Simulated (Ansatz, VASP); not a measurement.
ZrSbS in VASP and in Ansatz

```xyz
6
Lattice="3.8481 0.0000 0.0000 0.0000 3.8481 0.0000 0.0000 0.0000 8.5102" Properties=species:S:1:pos:R:3 pbc="T T T"
Zr    0.0000    1.9241    2.3488
Zr    1.9241    0.0000    6.1614
S     0.0000    1.9241    5.2933
S     1.9241    0.0000    3.2169
Sb    0.0000    0.0000    0.0000
Sb    1.9241    1.9241    0.0000
```

Alike in both runs: task single point; functional r2SCAN; k mesh 9 × 9 × 4; no spin polarisation.

|  | VASP | Ansatz |
| --- | --- | --- |
| version | VASP 6.6.1 | Ansatz 0.2.0 |
| potentials or method | VASP PAW PBE potentials, release 64 (Zr_sv, S, Sb), cutoff 520 eV | PAW plane waves |
| occupations | fermi-dirac, width 0.1 eV | fermi-dirac |
| valence electrons in the cell | 46 | 66 |

|  | VASP | Ansatz | Ansatz less VASP |
| --- | --- | --- | --- |
| pressure (GPa) | 4.3 | 4.0 | -0.30 |
| traceless stress, the component that is largest in VASP (GPa) | -11.22 | -11.02 | +0.203 |
| rms of the force components (eV/Å) | 0.242 | 0.237 | -0.0047 |

VASP's potentials were made for PBE, not for r2SCAN. Atom by atom the forces differ by 0.005 eV/Å (rms over components). VASP's potentials hold 46 valence electrons a cell and Ansatz's 66, so a difference there can come from the potentials and not from the codes.

Spin-orbit coupling is off throughout.
